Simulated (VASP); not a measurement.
# Co2Si (Cmmm) in VASP: notebook, part 2 of 2

VASP 6.6.1. The steps go on from the part before.

### Step 3. Single point, PBE, collinear spin, ferromagnetic start

This run uses another cell than the first one, of 14.97 Å³/atom, 1.031 times its volume.

The input, INCAR:

```
SYSTEM = Co2Si
ALGO     = Normal         ! electronic algorithm
EDIFF    = 1E-6           ! SCF threshold, eV
ENCUT    = 520            ! plane-wave cutoff, eV
GGA      = PE             ! functional
ISIF     = 2              ! what is computed and relaxed
ISMEAR   = 0              ! smearing method
ISPIN    = 2              ! spin polarisation
LASPH    = .True.         ! aspherical terms in the spheres
LCHARG   = .False.        ! write CHGCAR
LMAXMIX  = 4              ! l up to which the mixer works
LORBIT   = 11             ! projections on sites
LREAL    = .False.        ! projectors in reciprocal space
LWAVE    = .False.        ! write WAVECAR
MAGMOM   = 3 3 0          ! initial moments
NBANDS   = 22             ! bands
NELM     = 150            ! most SCF steps
PREC     = Accurate       ! precision mode
SIGMA    = 0.1            ! smearing width, eV
```

The input, KPOINTS:

```
k-points
0
Gamma
  4 4 6
  0 0 0
```

The input, POSCAR:

```
Co2Si
1.0
    2.3013973028     -4.0025419201      0.0000000000
    2.3013973028      4.0025419201      0.0000000000
    0.0000000000      0.0000000000      2.4372904807
Co Si
2 1
Direct
    0.0000000000      0.5000000000      0.5000000000
    0.5000000000      0.0000000000      0.5000000000
    0.5000000000      0.5000000000      0.5000000000
```

Potentials or basis: VASP PAW PBE potentials, release 64 (Co, Si).

Started as:

```sh
$ cat potpaw_PBE.64/Co/POTCAR potpaw_PBE.64/Si/POTCAR > POTCAR
$ mpirun -np 1 vasp_std > vasp.out
```

OUTCAR:

```text
SYSTEM = Co2Si
   EDIFF = 1E-6
   ENCUT = 520
   GGA = PE
   ISIF = 2
   ISMEAR = 0
   ISPIN = 2
   LASPH = .True.
   LORBIT = 11
   LREAL = .False.
   NELM = 150
   PREC = Accurate

 ion  position               nearest neighbor table
   1  0.000  0.500  0.500-   2 2.30   2 2.30   3 2.31   3 2.31
   2  0.500  0.000  0.500-   1 2.30   1 2.30   3 2.31   3 2.31
   3  0.500  0.500  0.500-   1 2.31   2 2.31   2 2.31   1 2.31

  LATTYP: Found a base centered orthorhombic cell.
 ALAT       =     4.6027946056
 B/A-ratio  =     1.7391790263
 C/A-ratio  =     0.5295240587

  Lattice vectors:

 A1 = (   2.3013973028,  -4.0025419201,   0.0000000000)
 A2 = (   2.3013973028,   4.0025419201,   0.0000000000)
 A3 = (   0.0000000000,   0.0000000000,   2.4372904807)

Analysis of symmetry for initial positions (statically):
=====================================================================
 Subroutine PRICEL returns:
 Original cell was already a primitive cell.

 Routine SETGRP: Setting up the symmetry group for a
 base centered orthorhombic supercell.

 Subroutine GETGRP returns: Found  8 space group operations
 (whereof  8 operations were pure point group operations)
 out of a pool of  8 trial point group operations.

The static configuration has the point symmetry D_2h.

Analysis of symmetry for dynamics (positions and initial velocities):
=====================================================================
 Subroutine PRICEL returns:
 Original cell was already a primitive cell.

 Routine SETGRP: Setting up the symmetry group for a
 base centered orthorhombic supercell.

 Subroutine GETGRP returns: Found  8 space group operations
 (whereof  8 operations were pure point group operations)
 out of a pool of  8 trial point group operations.

The dynamic configuration has the point symmetry D_2h.

Analysis of structural, dynamic, and magnetic symmetry:
=====================================================================
 Subroutine PRICEL returns:
 Original cell was already a primitive cell.

 Routine SETGRP: Setting up the symmetry group for a
 base centered orthorhombic supercell.

 Subroutine GETGRP returns: Found  8 space group operations
 (whereof  8 operations were pure point group operations)
 out of a pool of  8 trial point group operations.

The overall configuration has the point symmetry D_2h.

 Subroutine INISYM returns: Found  8 space group operations
 (whereof  8 operations are pure point group operations),
 and found     1 'primitive' translations

----------------------------------------------------------------------------------------

                                     Primitive cell

  volume of cell :      44.9019

  direct lattice vectors                    reciprocal lattice vectors
     2.301397303 -4.002541920  0.000000000     0.217259314 -0.124920615  0.000000000
     2.301397303  4.002541920  0.000000000     0.217259314  0.124920615  0.000000000
     0.000000000  0.000000000  2.437290481     0.000000000  0.000000000  0.410291678

  length of vectors
     4.617008920  4.617008920  2.437290481     0.250612789  0.250612789  0.410291678

  position of ions in fractional coordinates (direct lattice)
     0.000000000  0.500000000  0.500000000
     0.500000000  0.000000000  0.500000000
     0.500000000  0.500000000  0.500000000

  ion indices of the primitive-cell ions
[... 68 lines left out ...]
   ISTART =      0    job   : 0-new  1-cont  2-samecut
   ICHARG =      2    charge: 1-file 2-atom 10-const
   ISPIN  =      2    spin polarized calculation?
   LNONCOLLINEAR =      F non collinear calculations
   LSORBIT =      F    spin-orbit coupling
   LASPH  =      T    aspherical Exc in radial PAW
   ENCUT  =  520.0 eV  38.22 Ry    6.18 a.u.   8.58  8.58  4.53*2*pi/ulx,y,z
   NELM   =    150;   NELMIN=  2; NELMDL= -5     # of ELM steps
   EDIFF  = 0.1E-05   stopping-criterion for ELM
   LREAL  =      F    real-space projection
   EDIFFG = 0.1E-04   stopping-criterion for IOM
   NSW    =      0    number of steps for IOM
   IBRION =     -1    ionic relax: 0-MD 1-quasi-New 2-CG
   NFREE  =      0    steps in history (QN), initial steepest desc. (CG)
   ISIF   =      2    stress and relaxation
   ISYM   =      2    0-nonsym 1-usesym 2-fastsym
   POTIM  = 0.5000    time-step for ionic-motion
   TEBEG  =    0.0;   TEEND  =   0.0 temperature during run
   PSTRESS=    0.0 pullay stress
   NELECT =      22.0000    total number of electrons
   NUPDOWN=      -1.0000    fix difference up-down
   EMIN   =  10.00;   EMAX   =-10.00  energy-range for DOS
   EFERMI =   0.00;   METHOD = LEGACY
   ISMEAR =     0;   SIGMA  =   0.10  broadening in eV -4-tet -1-fermi 0-gaus
   EFERMI_NEDOS =   21; number of points for ismear=-14 and -15
   IALGO  =     38    algorithm
   IMIX   =      4    mixing-type and parameters
     AMIX     =   0.40;   BMIX     =  1.00
     AMIX_MAG =   1.60;   BMIX_MAG =  1.00
  volume/ion in A,a.u.               =      14.97       101.00
  Fermi-wavevector in a.u.,A,eV,Ry     =   1.290607  2.438894 22.662780  1.665667
  Thomas-Fermi vector in A             =   2.422428
   LORBIT       =     11    0 simple, 1 ext, 2 COOP (PROOUT), +10 PAW based schemes
   GGA     = PE    functional components
   LHFCALC =     F    Hartree Fock is set to
   AEXX    =    0.0000 exact exchange contribution
   IVDW    =     0    specifies the selected vdW correction
   LEPSILON=     F    determine dielectric tensor
   LRPA    =     F    only Hartree local field effects (RPA)
 spin polarized calculation
 Gauss-broadening in eV      SIGMA  =   0.10
  energy-cutoff  :      520.00
  volume of cell :       44.90
 maximum number of plane-waves:      1235
 NGX is ok and might be reduce to    36
   NGX = 17   NGY = 17   NGZ =  9

 number of electron      21.9999999 magnetization       2.6971352

 Free energy of the ion-electron system (eV)
  ---------------------------------------------------
  ext. energy  EPLUGINS =         0.00000000
  ---------------------------------------------------
  free energy    TOTEN  =       -17.69875491 eV

  energy without entropy =      -17.68690539  energy(sigma->0) =      -17.69283015

 E-fermi :   7.1364     XC(G=0): -11.1185

 val. band max:        7.1307931262   @ k =   0.5000   0.2500   0.3333
 cond. band min:       7.1379335638   @ k =   0.5000   0.0000   0.1667
 fundamental gap:      0.0071404377
 Fermi energy:         7.1364070451

 spin component 1

 k-point     1 :       0.0000    0.0000    0.0000
  band No.  band energies     occupation
      1      -3.9504      1.00000
      2       2.7325      1.00000
      3       3.2373      1.00000
      4       3.7538      1.00000
      5       3.9336      1.00000
      6       4.0867      1.00000
[... 589 lines left out ...]
     21      19.4937      0.00000
     22      22.4759      0.00000

 [... further k-points ...]

 spin component 2

 k-point     1 :       0.0000    0.0000    0.0000
  band No.  band energies     occupation
      1      -3.9543      1.00000
      2       3.2801      1.00000
      3       3.8757      1.00000
      4       4.1924      1.00000
      5       4.8329      1.00000
      6       4.9912      1.00000
[... 589 lines left out ...]
     21      19.6307      0.00000
     22      22.4742      0.00000

 [... further k-points ...]
[... 5 lines left out ...]
  --------------------------------------------------------------------------------------
  -------------------------------------------------------------------------------------
  Total       -0.0445827      0.0793335     -0.0321424     -0.0000000      0.0000000      0.0000000
  in kB       -1.5907871      2.8307546     -1.1468965     -0.0000000      0.0000000      0.0000000
  external PRESSURE =       0.0310237 kB  Pullay stress =       0.0000000 kB

 VOLUME and BASIS-vectors are now :
 -----------------------------------------------------------------------------
  energy-cutoff  :      520.00
  volume of cell :       44.90
      direct lattice vectors                 reciprocal lattice vectors
     2.301397303 -4.002541920  0.000000000     0.217259314 -0.124920615  0.000000000
     2.301397303  4.002541920  0.000000000     0.217259314  0.124920615  0.000000000
     0.000000000  0.000000000  2.437290481     0.000000000  0.000000000  0.410291678

 POSITION                                       TOTAL-FORCE (eV/Angst)
 -----------------------------------------------------------------------------------
      1.15070      2.00127      1.21865        -0.000000      0.000000      0.000000
      1.15070     -2.00127      1.21865         0.000000      0.000000      0.000000
      2.30140      0.00000      1.21865        -0.000000      0.000000      0.000000
 -----------------------------------------------------------------------------------
    total drift:                                0.000000     -0.000000      0.000000

  FREE ENERGIE OF THE ION-ELECTRON SYSTEM (eV)
  ---------------------------------------------------
  free  energy   TOTEN  =       -17.6987549123 eV

  energy  without entropy=      -17.6869053940  energy(sigma->0) =      -17.69283015

 total charge

# of ion       s       p       d       tot
------------------------------------------
    1        0.483   0.423   7.347   8.253
    2        0.483   0.423   7.347   8.253
    3        0.808   0.845   0.000   1.654
--------------------------------------------------
tot          1.774   1.691  14.694  18.159

 magnetization (x)

# of ion       s       p       d       tot
------------------------------------------
    1        0.005  -0.003   1.389   1.391
    2        0.005  -0.003   1.389   1.391
    3       -0.005  -0.024   0.000  -0.028
--------------------------------------------------
tot          0.005  -0.031   2.778   2.753
```

Run time: 53 s. Hardware: 1 thread of Intel Xeon Platinum 8488C (Sapphire Rapids), shared host; peak memory 0.19 GiB.

Results:

```yaml
Free_energy: -17.6988 eV
Pressure: 0.0 GPa
Net_moment: 2.70 μB per cell
Site_moments: Co +1.39; Si -0.03 μB
Valence_electrons_inside_the_program's_atomic_spheres: Co 8.25; Si 1.65
```

Caveat: the k points lie up to 0.43 Å⁻¹ apart.

### Step 4. Relaxation of cell and atoms, PBE, collinear spin, ferromagnetic start

The input, INCAR:

```
PREC     = Accurate       # precision mode
ENCUT    = 600            # plane-wave cutoff, eV
EDIFF    = 1E-7           # SCF threshold, eV
ISMEAR   = 0              # smearing method
SIGMA    = 0.1            # smearing width, eV
LREAL    = False          # projectors in reciprocal space
LASPH    = True           # aspherical terms in the spheres
NELM     = 150            # most SCF steps
ALGO     = Normal         # electronic algorithm
ISIF     = 3              # what is computed and relaxed
LWAVE    = False          # write WAVECAR
LCHARG   = False          # write CHGCAR
ISPIN    = 2              # spin polarisation
MAGMOM   = 3 3 0          # initial moments
LORBIT   = 11             # projections on sites
LMAXMIX  = 4              # l up to which the mixer works
GGA      = PE             # functional
IBRION   = 2              # ionic algorithm
NSW      = 90             # ionic steps
EDIFFG   = -0.04          # ionic threshold
```

The input, KPOINTS:

```
regular mesh
0
Gamma
  4 4 6
```

The input, POSCAR:

```
Co2Si
1.0
    2.4562611900     -2.9082432600      0.0000000000
    2.4562611900      2.9082432600      0.0000000000
    0.0000000000      0.0000000000      3.0489513400
Co Si
2 1
Direct
    0.0000000000      0.5000000000      0.5000000000
    0.5000000000      0.0000000000      0.5000000000
    0.5000000000      0.5000000000      0.5000000000
```

Potentials or basis: VASP PAW PBE potentials, release 64 (Co, Si).

Started as:

```sh
$ cat potpaw_PBE.64/Co/POTCAR potpaw_PBE.64/Si/POTCAR > POTCAR
$ mpirun -np 1 vasp_std > vasp.out
```

OUTCAR:

```text
PREC = Accurate
   ENCUT = 600
   EDIFF = 1E-7
   ISMEAR = 0
   LREAL = False
   LASPH = True
   NELM = 150
   ISIF = 3
   ISPIN = 2
   LORBIT = 11
   GGA = PE
   IBRION = 2
   NSW = 90
   EDIFFG = -0.04

 ion  position               nearest neighbor table
   1  0.000  0.500  0.500-   3 1.90   3 1.90   2 2.46   2 2.46   2 2.91   2 2.91
   2  0.500  0.000  0.500-   3 1.90   3 1.90   1 2.46   1 2.46   1 2.91   1 2.91
   3  0.500  0.500  0.500-   1 1.90   2 1.90   2 1.90   1 1.90

  LATTYP: Found a base centered orthorhombic cell.
 ALAT       =     4.9125223800
 B/A-ratio  =     1.1840122182
 C/A-ratio  =     0.6206488448

  Lattice vectors:

[... 1406 lines left out ...]

 number of electron      21.9999976 magnetization      -2.6972943

 Free energy of the ion-electron system (eV)
  ---------------------------------------------------
  ext. energy  EPLUGINS =         0.00000000
  ---------------------------------------------------
  free energy    TOTEN  =       -17.69228671 eV

  energy without entropy =      -17.68026624  energy(sigma->0) =      -17.68627647

 E-fermi :   7.1461     XC(G=0): -11.1218

 val. band max:        7.1410909355   @ k =   0.5000   0.2500   0.3333
 cond. band min:       7.1503503279   @ k =   0.5000   0.0000   0.1667
 fundamental gap:      0.0092593924
 Fermi energy:         7.1461157911

 spin component 1

 k-point     1 :       0.0000    0.0000    0.0000
  band No.  band energies     occupation
      1      -3.9542      1.00000
      2       3.2839      1.00000
      3       3.8730      1.00000
      4       4.2012      1.00000
      5       4.8394      1.00000
      6       4.9896      1.00000
[... 1033 lines left out ...]
  FREE ENERGIE OF THE ION-ELECTRON SYSTEM (eV)
  ---------------------------------------------------
  free  energy   TOTEN  =       -17.6922867059 eV

  energy  without entropy=      -17.6802662390  energy(sigma->0) =      -17.68627647

 reached required accuracy - stopping structural energy minimisation

 total charge

# of ion       s       p       d       tot
------------------------------------------
    1        0.483   0.423   7.345   8.252
    2        0.483   0.423   7.345   8.252
    3        0.808   0.846   0.000   1.654
--------------------------------------------------
tot          1.775   1.692  14.690  18.157

 magnetization (x)

# of ion       s       p       d       tot
------------------------------------------
    1       -0.005   0.003  -1.390  -1.392
    2       -0.005   0.003  -1.390  -1.392
    3        0.005   0.024   0.000   0.029
--------------------------------------------------
tot         -0.005   0.031  -2.780  -2.755
```

OSZICAR:

```text
N       E                     dE             d eps       ncg     rms          rms(c)
DAV:   1     0.133526556327E+03    0.13353E+03   -0.11141E+04  2016   0.158E+03
DAV:   2    -0.886531626684E+01   -0.14239E+03   -0.13487E+03  2022   0.278E+02
DAV:   3    -0.158990203318E+02   -0.70337E+01   -0.68696E+01  2334   0.793E+01
[... 364 lines left out ...]
DAV:   6    -0.176922858759E+02    0.14834E-04   -0.31965E-05  2944   0.660E-02    0.907E-03
DAV:   7    -0.176922859415E+02   -0.65530E-07   -0.48064E-06  2084   0.218E-02    0.403E-03
DAV:   8    -0.176922863418E+02   -0.40033E-06   -0.17899E-07  1418   0.524E-03    0.245E-03
DAV:   9    -0.176922866123E+02   -0.27053E-06   -0.74556E-08  1012   0.260E-03    0.854E-04
DAV:  10    -0.176922867059E+02   -0.93538E-07   -0.18225E-08  1008   0.168E-03
  22 F= -.17692287E+02 E0= -.17686276E+02  d E =-.846775E-03  mag=    -2.6973
```

It took 18 min on 1 thread of Intel Xeon Platinum 8488C (Sapphire Rapids), shared host; peak memory 0.21 GiB.

What came out:

| Item | Value |
| --- | --- |
| Free energy | -17.6923 eV |
| Relaxed volume | 14.96 Å³/atom |
| Relaxed cell | a = 4.619 Å, b = 4.619 Å, c = 2.434 Å, α = 90.00°, β = 90.00°, γ = 120.22° |
| Space group after relaxing (to 0.05 Å) | Cmmm (No. 65) |
| Energy gained by relaxing | 1250.4 meV/atom |
| Ionic steps | 22 |
| Pressure after relaxing | -0.1 GPa |
| Net moment | -2.70 μB per cell |
| Site moments | Co -1.39; Si +0.03 μB |
| Valence electrons inside the program's atomic spheres | Co 8.25; Si 1.65 |

Stress tensor (GPa, compression positive):
```
-0.30  0.00  0.00
 0.00 -0.04  0.00
 0.00  0.00  0.17
```

The path:
```csv
step,energy change (eV),largest force (eV/Å),pressure (GPa),volume (Å³)
1,0.0000,0.0000,43.49,43.56
2,-1.3755,0.0000,-16.46,70.43
3,-2.5264,0.0000,-7.64,56.28
4,-2.5302,0.0000,-6.87,55.83
5,-2.5305,0.0000,-6.33,55.53
6,-2.9434,0.0000,-5.22,51.28
7,-1.7984,0.0000,32.73,38.39
8,-2.7642,0.0000,-5.63,48.78
9,-3.2009,0.0000,6.55,43.60
10,-3.2489,0.0000,1.59,45.67
11,-3.2503,0.0000,2.43,45.28
12,-3.4294,0.0000,0.37,45.34
13,-3.3821,0.0000,4.69,44.33
14,-3.5372,0.0000,0.06,45.17
15,-3.6546,0.0000,-0.49,45.22
16,-3.6989,0.0000,-0.59,45.18
17,-3.7015,0.0000,-0.59,45.16
18,-3.7308,0.0000,-0.30,44.96
19,-3.7502,0.0000,0.48,44.66
20,-3.7504,0.0000,0.65,44.61
21,-3.7504,0.0000,0.61,44.62
22,-3.7513,0.0000,-0.06,44.87
```

Final structure:
```cif
data_structure
_symmetry_space_group_name_H-M 'P 1'
_symmetry_Int_Tables_number 1
_cell_length_a 4.6189
_cell_length_b 4.6189
_cell_length_c 2.4337
_cell_angle_alpha 90.000
_cell_angle_beta 90.000
_cell_angle_gamma 120.219
_cell_volume 44.87
loop_
_atom_site_label
_atom_site_type_symbol
_atom_site_fract_x
_atom_site_fract_y
_atom_site_fract_z
_atom_site_occupancy
Co1 Co 0.00000 0.50000 0.50000 1
Co2 Co 0.50000 0.00000 0.50000 1
Si1 Si 0.50000 0.50000 0.50000 1
```

Caveat: the k points lie up to 0.43 Å⁻¹ apart in the final cell.

### Step 5. The runs side by side

| task | cell | cutoff (eV) | gap on the mesh (eV) | pressure (GPa) | moment (μB) |
| --- | --- | --- | --- | --- | --- |
| single point | a = 3.807, b = 3.807, c = 3.049 Å, angles 90.0, 90.0, 99.6°, 3 atoms | 520 | none | 43.5 | 1.78 |
| single point | a = 4.617, b = 4.617, c = 2.437 Å, angles 90.0, 90.0, 120.2°, 3 atoms | 520 | none | 0.0 | 2.70 |
| relaxation of cell and atoms | relaxed from a = 3.807, b = 3.807, c = 3.049 Å, angles 90.0, 90.0, 99.6°, 3 atoms | 600 | none | -0.1 | 2.70 |

Alike in all rows: level PBE; potentials or basis VASP PAW PBE potentials, release 64 (Co, Si); spin collinear, ferromagnetic start; k mesh 4 × 4 × 6; smearing gaussian 0.1 eV.

Caveats: all runs use coarse meshes.

Absolute energies hang on the potentials; compare differences alone.
